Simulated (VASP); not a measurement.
A run of VASP 6.6.1:

File INCAR:

```
SYSTEM = Ir
  PREC = Accurate
  ENCUT = 520
  EDIFF = 1E-7
  ISMEAR = 0
  SIGMA = 0.1
  LREAL = .False.
  LASPH = .True.
  NELM = 100
  ALGO = Normal
  ISIF = 2
  LWAVE = .False.
  LCHARG = .False.
  LDIPOL = .True.
  IDIPOL = 3
  DIPOL = 0.5 0.5 0.500
  GGA = PE
  NBANDS = 40
```

File KPOINTS:

```
regular mesh
0
Gamma
  13 13 1
  0 0 0
```

The input POSCAR:

```
Ir
1.0
    2.7369673168      0.0000000000      0.0000000000
    0.0000000000      2.7369673168      0.0000000000
    0.0000000000      0.0000000000     26.6119688976
Ir
7
Direct
    0.5000000000      0.5000000000      0.2818280763
    0.0000000000      0.0000000000      0.3545520508
    0.5000000000      0.5000000000      0.4272760254
    0.0000000000      0.0000000000      0.5000000000
    0.5000000000      0.5000000000      0.5727239746
    0.0000000000      0.0000000000      0.6454479492
    0.5000000000      0.5000000000      0.7181719237
```

Potentials or basis: VASP PAW PBE potentials, release 64 (Ir).

Launch:

```sh
$ cat potpaw_PBE.64/Ir/POTCAR > POTCAR
$ mpirun -np 1 vasp_std > vasp.out
```

Hardware: 1 thread of Intel(R) Xeon(R) 6975P-C (Granite Rapids) (shared host).

Problem. How long does it take, and how much memory?

Solution. Wall time 3.5 min on 1 thread of Intel(R) Xeon(R) 6975P-C (Granite Rapids), with other jobs on the host, peak memory 0.36 GiB. Counts: scf iterations 33, k points 28.
